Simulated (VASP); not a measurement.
Set up this calculation in VASP 6.6.1, as the native input.

```yaml
Task: single point
Functional: r2SCAN
Potentials_or_basis: VASP PAW PBE potentials, release 64 (In_d, Se)
Cutoff: 520 eV
k_mesh: 6 × 6 × 1
Occupations: gaussian, width 0.1 eV
Spin: no spin polarisation
Dipole_correction: no
Further_INCAR_settings: ALGO = Normal; EDIFF = 1e-07; NBANDS = 48
```

Crystal: InSe.

```
In Se
1.0
     4.04733    0.00000    0.00000
    -2.02366    3.50509    0.00000
     0.00000    0.00000   18.05206
In Se
4 4
Direct
  0.00000 0.00000 0.57739
  0.00000 0.00000 0.42261
  0.33333 0.66667 0.92261
  0.33333 0.66667 0.07739
  0.66667 0.33333 0.85300
  0.66667 0.33333 0.14700
  0.33333 0.66667 0.64702
  0.33333 0.66667 0.35298
```

The input as run:

POSCAR

```
InSe
1.0
    4.0473293151      0.0000000000      0.0000000000
   -2.0236646576      3.5050900044      0.0000000000
    0.0000000000      0.0000000000     18.0520649100
In Se
4 4
Direct
    0.0000000000      0.0000000000      0.5773936800
    0.0000000000      0.0000000000      0.4226063200
    0.3333333300      0.6666666700      0.9226095100
    0.3333333300      0.6666666700      0.0773904900
    0.6666666700      0.3333333300      0.8530000700
    0.6666666700      0.3333333300      0.1469999300
    0.3333333300      0.6666666700      0.6470157200
    0.3333333300      0.6666666700      0.3529842800
```

INCAR.step1

```
PREC = Accurate
ENCUT = 520
ISMEAR = 0
SIGMA = 0.1
LREAL = False
LASPH = True
NELM = 60
NBANDS = 48
GGA = PE
ALGO = Normal
EDIFF = 1E-4
LWAVE = True
LCHARG = False
```

INCAR.step2

```
PREC = Accurate
ENCUT = 520
EDIFF = 1E-7
ISMEAR = 0
SIGMA = 0.1
LREAL = False
LASPH = True
NELM = 60
ALGO = Normal
ISIF = 2
LWAVE = False
LCHARG = True
METAGGA = R2SCAN
LMIXTAU = True
LELF = True
LVHAR = True
NBANDS = 48
ISTART = 1
```

KPOINTS

```
Automatic mesh
0
Gamma
  6 6 1
```

Potentials or basis: VASP PAW PBE potentials, release 64 (In_d, Se).

Launch:

```bash
$ cat potpaw_PBE.64/In_d/POTCAR potpaw_PBE.64/Se/POTCAR > POTCAR
$ cp INCAR.step1 INCAR
$ mpirun -np 1 vasp_std > vasp.out
$ cp INCAR.step2 INCAR
$ mpirun -np 1 vasp_std > vasp.out
```

It gave:

```json
{
  "Pressure": "-0.1 GPa",
  "Largest force": "0.042 eV/Å",
  "Band gap on the k mesh": "1.13 eV, direct"
}
```

Caveat: the PAW data sets were made with another functional, which shifts forces and pressure a little; spin-orbit coupling is left out, which moves the levels of the heavy elements.

Run time: 9.8 min on 1 thread of Intel(R) Xeon(R) Platinum 8488C (Sapphire Rapids), with other jobs on the host, peak memory 0.4 GiB.
